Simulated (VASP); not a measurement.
# SiW (F-43m) in VASP: further runs, part 2 of 2

VASP 6.6.1. The steps go on from the part before.

**3. Relaxation of cell and atoms, PBEsol**

This run uses another cell than the first one, of 18.10 Å³/atom, 0.860 times its volume.

File INCAR:

```
SYSTEM = SiW
ALGO = Normal
EDIFF = 1E-6
EDIFFG = -0.05
ENCUT = 600
GGA = PS
IBRION = 2
ISIF = 3
ISMEAR = 0
LASPH = .True.
LCHARG = .False.
LREAL = .False.
LWAVE = .False.
NELM = 80
NSW = 100
PREC = Accurate
SIGMA = 0.1
```

File KPOINTS:

```
k-points
0
Gamma
  6 6 6
  0 0 0
```

File POSCAR:

```
SiW
1.0
    0.0000000000      2.6254380617      2.6254380617
    2.6254380617      0.0000000000      2.6254380617
    2.6254380617      2.6254380617      0.0000000000
W Si
1 1
Direct
    0.0000000000      0.0000000000      0.0000000000
    0.2500000000      0.2500000000      0.2500000000
```

Potentials or basis: VASP PAW PBE potentials, release 64 (W_sv, Si).

On the command line:

```sh
$ cat potpaw_PBE.64/W_sv/POTCAR potpaw_PBE.64/Si/POTCAR > POTCAR
$ mpirun -np 1 vasp_std > vasp.out
```

OUTCAR:

```text
SYSTEM = SiW
   EDIFF = 1E-6
   EDIFFG = -0.05
   ENCUT = 600
   GGA = PS
   IBRION = 2
   ISIF = 3
   ISMEAR = 0
   LASPH = .True.
   LREAL = .False.
   NELM = 80
   NSW = 100
   PREC = Accurate

 ion  position               nearest neighbor table
   1  0.000  0.000  0.000-   2 2.27   2 2.27   2 2.27   2 2.27
   2  0.250  0.250  0.250-   1 2.27   1 2.27   1 2.27   1 2.27

  LATTYP: Found a face centered cubic cell.
 ALAT       =     5.2508761234

  Lattice vectors:

 A1 = (   0.0000000000,   2.6254380617,   2.6254380617)
 A2 = (   2.6254380617,   0.0000000000,   2.6254380617)
 A3 = (   2.6254380617,   2.6254380617,   0.0000000000)

Analysis of symmetry for initial positions (statically):
=====================================================================
 Subroutine PRICEL returns:
 Original cell was already a primitive cell.

 Routine SETGRP: Setting up the symmetry group for a
 face centered cubic supercell.

 Subroutine GETGRP returns: Found 24 space group operations
 (whereof 24 operations were pure point group operations)
 out of a pool of 48 trial point group operations.

The static configuration has the point symmetry T_d .

Analysis of symmetry for dynamics (positions and initial velocities):
=====================================================================
 Subroutine PRICEL returns:
 Original cell was already a primitive cell.

 Routine SETGRP: Setting up the symmetry group for a
 face centered cubic supercell.

 Subroutine GETGRP returns: Found 24 space group operations
 (whereof 24 operations were pure point group operations)
 out of a pool of 48 trial point group operations.

The dynamic configuration has the point symmetry T_d .

 Subroutine INISYM returns: Found 24 space group operations
 (whereof 24 operations are pure point group operations),
 and found     1 'primitive' translations

----------------------------------------------------------------------------------------

                                     Primitive cell

  volume of cell :      36.1939

  direct lattice vectors                    reciprocal lattice vectors
     0.000000000  2.625438062  2.625438062    -0.190444409  0.190444409  0.190444409
     2.625438062  0.000000000  2.625438062     0.190444409 -0.190444409  0.190444409
     2.625438062  2.625438062  0.000000000     0.190444409  0.190444409 -0.190444409

  length of vectors
     3.712930114  3.712930114  3.712930114     0.329859392  0.329859392  0.329859392

  position of ions in fractional coordinates (direct lattice)
     0.000000000  0.000000000  0.000000000
     0.250000000  0.250000000  0.250000000

  ion indices of the primitive-cell ions
   primitive index   ion index
                 1           1
                 2           2

----------------------------------------------------------------------------------------

 KPOINTS: k-points

Automatic generation of k-mesh.
 Grid dimensions read from file:
 generate k-points for:    6    6    6

 Generating k-lattice:

  Cartesian coordinates                     Fractional coordinates (reciprocal lattice)
    -0.031740735  0.031740735  0.031740735     0.166666667  0.000000000  0.000000000
     0.031740735 -0.031740735  0.031740735     0.000000000  0.166666667  0.000000000
     0.031740735  0.031740735 -0.031740735     0.000000000  0.000000000  0.166666667

  Length of vectors
     0.054976565  0.054976565  0.054976565
[... 34 lines left out ...]
   NGXF,Y,Z  is equivalent  to a cutoff of  26.86, 26.86, 26.86 a.u.
 SYSTEM =  SiW
   PREC   = accura    normal or accurate (medium, high low for compatibility)
   ISTART =      0    job   : 0-new  1-cont  2-samecut
   ICHARG =      2    charge: 1-file 2-atom 10-const
   ISPIN  =      1    spin polarized calculation?
   LNONCOLLINEAR =      F non collinear calculations
   LSORBIT =      F    spin-orbit coupling
   LASPH  =      T    aspherical Exc in radial PAW
   ENCUT  =  600.0 eV  44.10 Ry    6.64 a.u.   7.42  7.42  7.42*2*pi/ulx,y,z
   NELM   =     80;   NELMIN=  2; NELMDL= -5     # of ELM steps
   EDIFF  = 0.1E-05   stopping-criterion for ELM
   LREAL  =      F    real-space projection
   EDIFFG = -.5E-01   stopping-criterion for IOM
   NSW    =    100    number of steps for IOM
   IBRION =      2    ionic relax: 0-MD 1-quasi-New 2-CG
   NFREE  =      1    steps in history (QN), initial steepest desc. (CG)
   ISIF   =      3    stress and relaxation
   ISYM   =      2    0-nonsym 1-usesym 2-fastsym
   POTIM  = 0.5000    time-step for ionic-motion
   TEBEG  =    0.0;   TEEND  =   0.0 temperature during run
   PSTRESS=    0.0 pullay stress
   NELECT =      18.0000    total number of electrons
   NUPDOWN=      -1.0000    fix difference up-down
   EMIN   =  10.00;   EMAX   =-10.00  energy-range for DOS
   EFERMI =   0.00;   METHOD = LEGACY
   ISMEAR =     0;   SIGMA  =   0.10  broadening in eV -4-tet -1-fermi 0-gaus
   EFERMI_NEDOS =   21; number of points for ismear=-14 and -15
   IALGO  =     38    algorithm
   IMIX   =      4    mixing-type and parameters
     AMIX     =   0.40;   BMIX     =  1.00
     AMIX_MAG =   1.60;   BMIX_MAG =  1.00
  volume/ion in A,a.u.               =      18.10       122.12
  Fermi-wavevector in a.u.,A,eV,Ry     =   1.297042  2.451053 22.889310  1.682317
  Thomas-Fermi vector in A             =   2.428459
   LORBIT       =      0    0 simple, 1 ext, 2 COOP (PROOUT), +10 PAW based schemes
   GGA     = PS    functional components
   LHFCALC =     F    Hartree Fock is set to
   AEXX    =    0.0000 exact exchange contribution
   IVDW    =     0    specifies the selected vdW correction
   LEPSILON=     F    determine dielectric tensor
   LRPA    =     F    only Hartree local field effects (RPA)
 conjugate gradient relaxation of ions
 non-spin polarized calculation
 Gauss-broadening in eV      SIGMA  =   0.10
  energy-cutoff  :      600.00
  volume of cell :       36.19
 maximum number of plane-waves:      1243
 NGX is ok and might be reduce to    30
   NGX = 15   NGY = 15   NGZ = 15

--------------------------------------- Ionic step        1  -------------------------------------------

 number of electron      18.0000002 magnetization

 Free energy of the ion-electron system (eV)
  ---------------------------------------------------
  ext. energy  EPLUGINS =         0.00000000
  ---------------------------------------------------
  free energy    TOTEN  =       -16.00775308 eV

  energy without entropy =      -15.99519949  energy(sigma->0) =      -16.00147628

------------------------ aborting loop because EDIFF is reached ----------------------------------------

  FORCE on cell =-STRESS in cart. coord.  units (eV):
  Direction    XX          YY          ZZ          XY          YZ          ZX
  --------------------------------------------------------------------------------------
  -------------------------------------------------------------------------------------
  Total        5.6092737      5.6092737      5.6092737     -0.0000000     -0.0000000      0.0000000
  in kB      248.3029558    248.3029558    248.3029558     -0.0000000     -0.0000000      0.0000000
  external PRESSURE =     248.3029558 kB  Pullay stress =       0.0000000 kB
[... 23 lines left out ...]
--------------------------------------- Ionic step        2  -------------------------------------------

 number of electron      17.9999996 magnetization

 E-fermi :   3.8208     XC(G=0):  -9.6566

 val. band max:        3.7955630133   @ k =   0.0000   0.0000   0.0000
 cond. band min:       3.8476253165   @ k =  -0.3333   0.5000   0.1667
 fundamental gap:      0.0520623032
 Fermi energy:         3.8207898003

 k-point     1 :       0.0000    0.0000    0.0000
  band No.  band energies     occupation
      1     -70.3517      2.00000
      2     -34.4846      2.00000
      3     -34.4846      2.00000
      4     -34.4846      2.00000
      5      -4.7875      2.00000
      6       1.6157      2.00000
      7       1.6157      2.00000
      8       1.6157      2.00000
      9       3.7956      1.27873
     10       3.7956      1.27873
     11       7.9964      0.00000
     12      10.1644      0.00000
     13      10.1644      0.00000
[... 309 lines left out ...]
--------------------------------------- Ionic step        4  -------------------------------------------

 number of electron      18.0000002 magnetization

 Free energy of the ion-electron system (eV)
  ---------------------------------------------------
  ext. energy  EPLUGINS =         0.00000000
  ---------------------------------------------------
  free energy    TOTEN  =       -16.42161571 eV

  energy without entropy =      -16.40869405  energy(sigma->0) =      -16.41515488

 E-fermi :   5.7449     XC(G=0): -10.6410

 val. band max:        5.7016076980   @ k =   0.5000   0.1667   0.0000
 cond. band min:       5.7463018352   @ k =  -0.3333   0.3333   0.0000
 fundamental gap:      0.0446941372
 Fermi energy:         5.7449420945

 k-point     1 :       0.0000    0.0000    0.0000
  band No.  band energies     occupation
      1     -68.0475      2.00000
      2     -32.2685      2.00000
      3     -32.2685      2.00000
      4     -32.2685      2.00000
      5      -3.8266      2.00000
      6       3.0335      2.00000
      7       3.0335      2.00000
      8       3.0335      2.00000
      9       5.6626      1.75572
     10       5.6626      1.75572
     11      11.2507      0.00000
     12      12.9718      0.00000
     13      12.9718      0.00000
[... 267 lines left out ...]
  FREE ENERGIE OF THE ION-ELECTRON SYSTEM (eV)
  ---------------------------------------------------
  free  energy   TOTEN  =       -16.4216157123 eV

  energy  without entropy=      -16.4086940534  energy(sigma->0) =      -16.41515488

 reached required accuracy - stopping structural energy minimisation
```

CONTCAR:

```text
SiW
   1.00000000000000
    -0.0000000000000000    2.7654598936039605    2.7654598936039605
     2.7654598936039605   -0.0000000000000000    2.7654598936039605
     2.7654598936039605    2.7654598936039605    0.0000000000000000
  W               Si
     1     1
Direct
     0.0000000000000000    0.0000000000000000    0.0000000000000000
     0.2500000000000000    0.2500000000000000    0.2500000000000000

  0.00000000E+00  0.00000000E+00  0.00000000E+00
  0.00000000E+00  0.00000000E+00  0.00000000E+00
```

It took 44 s on 1 thread of Intel Xeon Platinum 8259CL at 2.50GHz (Skylake/Cascade Lake), shared host; peak memory 0.18 GiB.

What came out:

```
Free energy                            : -16.4216 eV
Relaxed volume                         : 21.15 Å³/atom
Relaxed cell                           : a = 3.911 Å, b = 3.911 Å, c = 3.911 Å, α = 60.00°, β = 60.00°, γ = 60.00°
Space group after relaxing (to 0.05 Å) : F-43m (No. 216)
Energy gained by relaxing              : 206.9 meV/atom
Ionic steps                            : 4
Pressure after relaxing                : -0.2 GPa
Band gap on the k mesh                 : zero (band 9 reaches 6.20 eV, above the bottom of band 10 at 5.58 eV)
```

Step by step:
| step | energy change (eV) | largest force (eV/Å) | pressure (GPa) | volume (Å³) |
| --- | --- | --- | --- | --- |
| 1 | 0.0000 | 0.0000 | 24.83 | 36.19 |
| 2 | 0.2770 | 0.0000 | -17.02 | 52.96 |
| 3 | -0.4128 | 0.0000 | -0.96 | 42.59 |
| 4 | -0.4139 | 0.0000 | -0.17 | 42.30 |

Final structure:
```yaml
crystal:
  lattice:
    - [0.00000, 2.76546, 2.76546]
    - [2.76546, 0.00000, 2.76546]
    - [2.76546, 2.76546, 0.00000]
  atoms:
    - { symbol: W, position: [0.00000, 0.00000, 0.00000] }
    - { symbol: Si, position: [0.25000, 0.25000, 0.25000] }
```

Caveat: the volume moved by over 15 % at a fixed basis, so the end points are rough; the PAW data sets were made with another functional, which shifts forces and pressure a little; spin-orbit coupling is left out, which moves the levels of the heavy elements.

**4. Single point, PBEsol**

This run uses another cell than the first one, of 21.10 Å³/atom, 1.003 times its volume.

File INCAR:

```
SYSTEM = SiW
ALGO = Normal
EDIFF = 1E-7
ENCUT = 520
GGA = PS
ISIF = 2
ISMEAR = 0
LASPH = .True.
LCHARG = .False.
LREAL = .False.
LWAVE = .False.
NBANDS = 16
NELM = 60
PREC = Accurate
SIGMA = 0.1
```

File KPOINTS:

```
k-points
0
Gamma
  14 14 14
  0 0 0
```

File POSCAR:

```
SiW
1.0
    0.0000000000      2.7631810472      2.7631810472
    2.7631810472      0.0000000000      2.7631810472
    2.7631810472      2.7631810472      0.0000000000
W Si
1 1
Direct
    0.0000000000      0.0000000000      0.0000000000
    0.2500000000      0.2500000000      0.2500000000
```

On the command line:

```sh
$ cat potpaw_PBE.64/W_sv/POTCAR potpaw_PBE.64/Si/POTCAR > POTCAR
$ mpirun -np 1 vasp_std > vasp.out
```

Run time: 99 s. Hardware: 1 thread of Intel Xeon Platinum 8259CL at 2.50GHz (Skylake/Cascade Lake), shared host; peak memory 0.21 GiB.

The run converged. Its results:

```yaml
Free_energy: -16.4425 eV
Pressure: 0.1 GPa
Band_gap_on_the_k_mesh: zero (band 9 reaches 6.22 eV, above the bottom of band 10 at 5.52 eV)
```

Levels at points of the mesh, in eV from the Fermi level:
| k point | band 7 | band 8 | band 9 | band 10 | band 11 | band 12 |
| --- | --- | --- | --- | --- | --- | --- |
| (0.00, 0.00, 0.00) | -2.71 | -2.71 | -0.08 | -0.08 | 5.53 | 7.24 |
| (0.50, 0.00, 0.00) | -2.32 | -2.32 | 0.46 | 0.46 | 0.58 | 4.65 |
| (0.50, 0.50, 0.00) | -1.14 | -0.80 | -0.80 | 0.41 | 1.00 | 1.97 |

Caveat: the PAW data sets were made with another functional, which shifts forces and pressure a little; spin-orbit coupling is left out, which moves the levels of the heavy elements.

**5. Summary**

```csv
task,cell,k mesh,cutoff (eV),gap on the mesh (eV),pressure (GPa)
single point,"a = 3.904 Å, angles 60.0°, 2 atoms",6 × 6 × 6,520,none,0.5
relaxation of cell and atoms,"relaxed from a = 3.713 Å, angles 60.0°, 2 atoms",6 × 6 × 6,600,none,-0.2
single point,"a = 3.908 Å, angles 60.0°, 2 atoms",14 × 14 × 14,520,none,0.1
```

Alike in all rows: level PBEsol; potentials or basis VASP PAW PBE potentials, release 64 (W_sv, Si); no spin polarisation; smearing gaussian 0.1 eV.

Caveats: the PAW data sets were made with another functional, which shifts forces and pressure a little; spin-orbit coupling is left out, which moves the levels of the heavy elements; the volume moved by over 15 % at a fixed basis, so the end points are rough (some runs).

Total energies depend on the potentials used, so only differences within one code and one set of settings carry meaning.
